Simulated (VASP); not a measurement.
# Ga2O3 (C2/m) in VASP: single point with PBE

Aim: the single point of Ga2O3 with PBE.

All numbers are computed with VASP 6.6.1; they aren't measurements. Logs are shortened: lines on timing, memory, paths and dates and some standing lists are left out, and cuts for length are marked.

### Step 1. The cell of the first run

It takes space group C2/m (No. 12, monoclinic). The conventional cell has a = 12.454 Å, b = 3.083 Å, c = 5.878 Å, α = 90.00°, β = 103.70°, γ = 90.00°. Within 2.6 Å of Ga (site symmetry m) lie 6 O at 1.97 to 2.11 Å. Ga (site symmetry m) has 4 O at 1.86 to 1.90 Å within 2.5 Å. O (site symmetry m) has 3 Ga at 1.86 to 1.97 Å within 2.5 Å. Within 2.5 Å of O (site symmetry m) lie 4 Ga at 1.90 to 2.11 Å. O (site symmetry m) has 3 Ga at 1.86 to 1.97 Å within 2.5 Å.

### Step 2. Single point, PBE

Contents of INCAR:

```
PREC = Accurate
ENCUT = 520
EDIFF = 1E-6
ISMEAR = 0
SIGMA = 0.02
LREAL = False
LASPH = True
NELM = 60
ALGO = Normal
ISIF = 2
LWAVE = False
LCHARG = False
GGA = PE
NBANDS = 55
```

Contents of KPOINTS:

```
Automatic mesh
0
Gamma
  10 10 6
```

Contents of POSCAR:

```
Ga2O3
1.0
    6.2270969509     -1.5416465331      0.0062237377
    6.2270969509      1.5416465331      0.0062237377
   -1.3979837197      0.0000000000      5.7089372637
Ga O
4 6
Direct
    0.3414969633      0.3414969633      0.6858233480
    0.6585030367      0.6585030367      0.3141766520
    0.9100736975      0.9100736975      0.2052722653
    0.0899263025      0.0899263025      0.7947277347
    0.5039752966      0.5039752966      0.7433114551
    0.4960247034      0.4960247034      0.2566885449
    0.8263047162      0.8263047162      0.4356657563
    0.1736952838      0.1736952838      0.5643342437
    0.1635091314      0.1635091314      0.1092019207
    0.8364908686      0.8364908686      0.8907980793
```

Potentials or basis: VASP PAW PBE potentials, release 64 (Ga_d, O).

On the command line:

```
$ cat potpaw_PBE.64/Ga_d/POTCAR potpaw_PBE.64/O/POTCAR > POTCAR
$ mpirun -np 1 vasp_std > vasp.out
```

OUTCAR:

```text
PREC = Accurate
   ENCUT = 520
   EDIFF = 1E-6
   ISMEAR = 0
   LREAL = False
   LASPH = True
   NELM = 60
   ISIF = 2
   GGA = PE

 ion  position               nearest neighbor table
   1  0.341  0.341  0.686-  10 1.97  10 1.97   5 1.97   8 2.04   7 2.11   7 2.11
   2  0.659  0.659  0.314-   9 1.97   9 1.97   6 1.97   7 2.04   8 2.11   8 2.11
   3  0.910  0.910  0.205-  10 1.86   6 1.86   6 1.86   7 1.90
   4  0.090  0.090  0.795-   9 1.86   5 1.86   5 1.86   8 1.90
   5  0.504  0.504  0.743-   4 1.86   4 1.86   1 1.97
   6  0.496  0.496  0.257-   3 1.86   3 1.86   2 1.97
   7  0.826  0.826  0.436-   3 1.90   2 2.04   1 2.11   1 2.11
   8  0.174  0.174  0.564-   4 1.90   1 2.04   2 2.11   2 2.11
   9  0.164  0.164  0.109-   4 1.86   2 1.97   2 1.97
  10  0.836  0.836  0.891-   3 1.86   1 1.97   1 1.97

  LATTYP: Found a base centered monoclinic cell.
 ALAT       =    12.4542001222
 B/A-ratio  =     0.2475705413
 C/A-ratio  =     0.4719381390
 COS(beta)  =    -0.2368780314

  Lattice vectors:

 A1 = (   6.2270969509,  -1.5416465331,   0.0062237377)
 A2 = (   6.2270969509,   1.5416465331,   0.0062237377)
 A3 = (  -1.3979837197,   0.0000000000,   5.7089372637)

Analysis of symmetry for initial positions (statically):
=====================================================================
 Subroutine PRICEL returns:
 Original cell was already a primitive cell.

 Routine SETGRP: Setting up the symmetry group for a
 base centered monoclinic supercell.

 Subroutine GETGRP returns: Found  4 space group operations
 (whereof  4 operations were pure point group operations)
 out of a pool of  4 trial point group operations.

The static configuration has the point symmetry C_2h.

Analysis of symmetry for dynamics (positions and initial velocities):
=====================================================================
 Subroutine PRICEL returns:
 Original cell was already a primitive cell.

 Routine SETGRP: Setting up the symmetry group for a
 base centered monoclinic supercell.

 Subroutine GETGRP returns: Found  4 space group operations
 (whereof  4 operations were pure point group operations)
 out of a pool of  4 trial point group operations.

The dynamic configuration has the point symmetry C_2h.

 Subroutine INISYM returns: Found  4 space group operations
 (whereof  4 operations are pure point group operations),
 and found     1 'primitive' translations

----------------------------------------------------------------------------------------

                                     Primitive cell

  volume of cell :     109.6382

  direct lattice vectors                    reciprocal lattice vectors
     6.227096951 -1.541646533  0.006223738     0.080274591 -0.324328560  0.019657349
     6.227096951  1.541646533  0.006223738     0.080274591  0.324328560  0.019657349
    -1.397983720  0.000000000  5.708937264    -0.000175027  0.000000000  0.175121090

  length of vectors
     6.415095417  6.415095417  5.877612029     0.334693047  0.334693047  0.175121177

  position of ions in fractional coordinates (direct lattice)
     0.341496963  0.341496963  0.685823348
     0.658503037  0.658503037  0.314176652
     0.910073698  0.910073698  0.205272265
     0.089926302  0.089926302  0.794727735
     0.503975297  0.503975297  0.743311455
     0.496024703  0.496024703  0.256688545
     0.826304716  0.826304716  0.435665756
     0.173695284  0.173695284  0.564334244
     0.163509131  0.163509131  0.109201921
     0.836490869  0.836490869  0.890798079

  ion indices of the primitive-cell ions
   primitive index   ion index
                 1           1
                 2           2
                 3           3
                 4           4
                 5           5
                 6           6
                 7           7
                 8           8
                 9           9
                10          10

----------------------------------------------------------------------------------------

 KPOINTS: Automatic mesh

Automatic generation of k-mesh.
 Grid dimensions read from file:
 generate k-points for:   10   10    6

 Generating k-lattice:

  Cartesian coordinates                     Fractional coordinates (reciprocal lattice)
     0.008027459 -0.032432856  0.001965735     0.100000000  0.000000000  0.000000000
     0.008027459  0.032432856  0.001965735     0.000000000  0.100000000  0.000000000
    -0.000029171  0.000000000  0.029186848    -0.000000000 -0.000000000  0.166666667

  Length of vectors
     0.033469305  0.033469305  0.029186863

  Shift w.r.t. Gamma in fractional coordinates (k-lattice)
     0.000000000  0.000000000  0.000000000

 Subroutine IBZKPT returns following result:
 ===========================================

 Found    172 irreducible k-points:

 Following reciprocal coordinates:
            Coordinates               Weight
  0.000000  0.000000  0.000000      1.000000
  0.100000 -0.000000 -0.000000      4.000000
  0.200000 -0.000000 -0.000000      4.000000
  0.300000 -0.000000 -0.000000      4.000000
  0.400000 -0.000000 -0.000000      4.000000
  0.500000  0.000000 -0.000000      2.000000
[... 16 lines left out ...]
  0.300000  0.300000 -0.000000      2.000000
  0.400000  0.300000 -0.000000      4.000000
 [... further k-points ...]
   k-points           NKPTS =    172   k-points in BZ     NKDIM =    172   number of bands    NBANDS=     55
   number of dos      NEDOS =    301   number of ions     NIONS =     10
   total plane-waves  NPLWV = 110592
   dimension x,y,z NGX =    48 NGY =   48 NGZ =   48
   dimension x,y,z NGXF=    96 NGYF=   96 NGZF=   96
   ions per type =               4   6
   NGX,Y,Z   is equivalent  to a cutoff of  12.44, 12.44, 13.58 a.u.
   NGXF,Y,Z  is equivalent  to a cutoff of  24.88, 24.88, 27.15 a.u.
 SYSTEM =  unknown system
   PREC   = accura    normal or accurate (medium, high low for compatibility)
   ISTART =      0    job   : 0-new  1-cont  2-samecut
   ICHARG =      2    charge: 1-file 2-atom 10-const
   ISPIN  =      1    spin polarized calculation?
   LNONCOLLINEAR =      F non collinear calculations
   LSORBIT =      F    spin-orbit coupling
   LASPH  =      T    aspherical Exc in radial PAW
   ENCUT  =  520.0 eV  38.22 Ry    6.18 a.u.  11.93 11.93 10.93*2*pi/ulx,y,z
   NELM   =     60;   NELMIN=  2; NELMDL= -5     # of ELM steps
   EDIFF  = 0.1E-05   stopping-criterion for ELM
   LREAL  =      F    real-space projection
   EDIFFG = 0.1E-04   stopping-criterion for IOM
   NSW    =      0    number of steps for IOM
   IBRION =     -1    ionic relax: 0-MD 1-quasi-New 2-CG
   NFREE  =      0    steps in history (QN), initial steepest desc. (CG)
   ISIF   =      2    stress and relaxation
   ISYM   =      2    0-nonsym 1-usesym 2-fastsym
   POTIM  = 0.5000    time-step for ionic-motion
   TEBEG  =    0.0;   TEEND  =   0.0 temperature during run
   PSTRESS=    0.0 pullay stress
   NELECT =      88.0000    total number of electrons
   NUPDOWN=      -1.0000    fix difference up-down
   EMIN   =  10.00;   EMAX   =-10.00  energy-range for DOS
   EFERMI =   0.00;   METHOD = LEGACY
   ISMEAR =     0;   SIGMA  =   0.02  broadening in eV -4-tet -1-fermi 0-gaus
   EFERMI_NEDOS =   21; number of points for ismear=-14 and -15
   IALGO  =     38    algorithm
   IMIX   =      4    mixing-type and parameters
     AMIX     =   0.40;   BMIX     =  1.00
     AMIX_MAG =   1.60;   BMIX_MAG =  1.00
  volume/ion in A,a.u.               =      10.96        73.99
  Fermi-wavevector in a.u.,A,eV,Ry     =   1.521417  2.875062 31.493556  2.314711
  Thomas-Fermi vector in A             =   2.630135
   LORBIT       =      0    0 simple, 1 ext, 2 COOP (PROOUT), +10 PAW based schemes
   GGA     = PE    functional components
   LHFCALC =     F    Hartree Fock is set to
   AEXX    =    0.0000 exact exchange contribution
   IVDW    =     0    specifies the selected vdW correction
   LEPSILON=     F    determine dielectric tensor
   LRPA    =     F    only Hartree local field effects (RPA)
 non-spin polarized calculation
 Gauss-broadening in eV      SIGMA  =   0.02
  energy-cutoff  :      520.00
  volume of cell :      109.64
 maximum number of plane-waves:      2970
   NGX = 23   NGY = 23   NGZ = 21

 number of electron      87.9999987 magnetization

 Free energy of the ion-electron system (eV)
  ---------------------------------------------------
  ext. energy  EPLUGINS =         0.00000000
  ---------------------------------------------------
  free energy    TOTEN  =       -59.67819445 eV

  energy without entropy =      -59.67819445  energy(sigma->0) =      -59.67819445

 E-fermi :   3.5480     XC(G=0): -11.3740

 val. band max:        3.4399699629   @ k =   0.5000   0.4000   0.5000
 cond. band min:       5.4347716091   @ k =   0.0000   0.0000   0.0000
 fundamental gap:      1.9948016462
 Fermi energy:         3.5479676926

 k-point     1 :       0.0000    0.0000    0.0000
  band No.  band energies     occupation
      1     -15.1864      2.00000
      2     -14.1284      2.00000
      3     -14.0984      2.00000
      4     -13.9950      2.00000
      5     -13.5524      2.00000
      6     -13.5460      2.00000
[... 47 lines left out ...]
     54      15.4414      0.00000
     55      15.6380      0.00000

 k-point     2 :       0.1000   -0.0000   -0.0000
  band No.  band energies     occupation
      1     -15.1139      2.00000
      2     -14.1062      2.00000
      3     -14.0969      2.00000
      4     -13.9418      2.00000
      5     -13.5557      2.00000
      6     -13.5469      2.00000
[... 47 lines left out ...]
     54      14.7983      0.00000
     55      15.0966      0.00000

 k-point     3 :       0.2000   -0.0000   -0.0000
  band No.  band energies     occupation
      1     -14.9106      2.00000
      2     -14.0813      2.00000
      3     -14.0260      2.00000
      4     -13.8453      2.00000
      5     -13.5629      2.00000
      6     -13.5494      2.00000
[... 1152 lines left out ...]
 k-point    23 :       0.3000    0.3000   -0.0000
  band No.  band energies     occupation
      1     -15.0389      2.00000
      2     -14.4799      2.00000
      3     -14.1155      2.00000
      4     -13.7868      2.00000
      5     -13.5620      2.00000
      6     -13.5468      2.00000
[... 47 lines left out ...]
     54      15.3016      0.00000
     55      15.5043      0.00000

 k-point    24 :       0.4000    0.3000   -0.0000
  band No.  band energies     occupation
      1     -14.9261      2.00000
      2     -14.5083      2.00000
      3     -14.0843      2.00000
      4     -13.7574      2.00000
      5     -13.5633      2.00000
      6     -13.5487      2.00000
[... 47 lines left out ...]
     54      14.4736      0.00000
     55      15.7029      0.00000

 [... further k-points ...]

------------------------ aborting loop because EDIFF is reached ----------------------------------------

  FORCE on cell =-STRESS in cart. coord.  units (eV):
  Direction    XX          YY          ZZ          XY          YZ          ZX
  --------------------------------------------------------------------------------------
  -------------------------------------------------------------------------------------
  Total        0.3626872      0.4650545      0.3642673      0.0000000      0.0000000      0.0196084
  in kB        5.3000608      6.7959858      5.3231504      0.0000000      0.0000000      0.2865436
  external PRESSURE =       5.8063990 kB  Pullay stress =       0.0000000 kB

 VOLUME and BASIS-vectors are now :
 -----------------------------------------------------------------------------
  energy-cutoff  :      520.00
  volume of cell :      109.64
      direct lattice vectors                 reciprocal lattice vectors
     6.227096951 -1.541646533  0.006223738     0.080274591 -0.324328560  0.019657349
     6.227096951  1.541646533  0.006223738     0.080274591  0.324328560  0.019657349
    -1.397983720  0.000000000  5.708937264    -0.000175027  0.000000000  0.175121090

 POSITION                                       TOTAL-FORCE (eV/Angst)
 -----------------------------------------------------------------------------------
      3.29430      0.00000      3.91957         0.010508      0.000000      0.003197
      7.76191      0.00000      1.80181        -0.010508      0.000000     -0.003197
     11.04727      0.00000      1.18321        -0.001387      0.000000     -0.005821
      0.00894      0.00000      4.53817         0.001387      0.000000      0.005821
      5.23747      0.00000      4.24979        -0.003129      0.000000     -0.005876
      5.81874      0.00000      1.47159         0.003129      0.000000      0.005876
      9.68191      0.00000      2.49747         0.009221      0.000000      0.001936
      1.37430      0.00000      3.22391        -0.009221      0.000000     -0.001936
      1.88371      0.00000      0.62546         0.020687      0.000000     -0.016232
      9.17250      0.00000      5.09592        -0.020687      0.000000      0.016232
 -----------------------------------------------------------------------------------
    total drift:                                0.000000     -0.000000      0.000000

  FREE ENERGIE OF THE ION-ELECTRON SYSTEM (eV)
  ---------------------------------------------------
  free  energy   TOTEN  =       -59.6781944514 eV

  energy  without entropy=      -59.6781944514  energy(sigma->0) =      -59.67819445
```

Run time: 48 min. Hardware: 1 thread of Oxide Virtual Turin-like, shared host; peak memory 0.8 GiB.

What came out:

```
Free energy            : -59.6782 eV
Pressure               : 0.6 GPa
Largest force          : 0.026 eV/Å
Band gap on the k mesh : 1.99 eV (least direct gap 2.02 eV)
```

Forces in eV/Å, atoms in the order of the input:
```
Ga   0.011  0.000  0.003
Ga  -0.011  0.000 -0.003
Ga  -0.001  0.000 -0.006
Ga   0.001  0.000  0.006
O   -0.003  0.000 -0.006
O    0.003  0.000  0.006
O    0.009  0.000  0.002
O   -0.009  0.000 -0.002
O    0.021  0.000 -0.016
O   -0.021  0.000  0.016
```

Stress tensor (GPa, compression positive):
```
0.53 0.00 0.03
0.00 0.68 0.00
0.03 0.00 0.53
```

Levels at points of the mesh, in eV from the valence-band top:
```tsv
k point	band 41	band 42	band 43	band 44	band 45	band 46	band 47	band 48
(0.00, 0.00, 0.00)	-0.66	-0.47	-0.28	-0.02	1.99	5.35	6.28	6.45
(0.50, 0.00, 0.00)	-0.77	-0.69	-0.47	-0.10	5.34	6.13	6.81	7.02
(0.50, 0.50, 0.00)	-0.69	-0.68	-0.42	-0.14	4.17	4.40	5.62	6.15
(0.00, 0.00, 0.50)	-0.64	-0.60	-0.54	-0.29	4.35	4.54	6.28	6.81
(0.50, 0.00, 0.50)	-1.05	-0.97	-0.70	-0.61	6.46	6.52	7.45	7.61
(0.50, 0.50, 0.50)	-0.64	-0.64	-0.59	-0.01	4.74	4.97	5.81	6.09
```
